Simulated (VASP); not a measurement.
Here is a VASP 6.6.1 calculation.

The input INCAR:

```
  PREC = Accurate
  ENCUT = 520
  EDIFF = 1E-7
  ISMEAR = -1
  SIGMA = 0.05
  LREAL = False
  LASPH = True
  NELM = 60
  ALGO = Normal
  ISIF = 2
  LWAVE = False
  LCHARG = False
  GGA = RP
  NBANDS = 12
```

The input KPOINTS:

```
Automatic mesh
0
Gamma
  10 10 10
```

The input POSCAR:

```
Au
1.0
    2.7812683101      0.0000000000      0.0000000000
    0.0000000000      2.7812683101      0.0000000000
    0.0000000000      0.0000000000      2.7812683101
Au
1
Direct
    0.5000000000      0.5000000000      0.5000000000
```

Potentials or basis: VASP PAW PBE potentials, release 64 (Au).

Command:

```bash
$ cat potpaw_PBE.64/Au/POTCAR > POTCAR
$ mpirun -np 1 vasp_std > vasp.out
```

**Question.** Predict the pressure.

**Answer.** -0.2 GPa.

Caveat: the PAW data sets were made with another functional, which shifts forces and pressure a little.
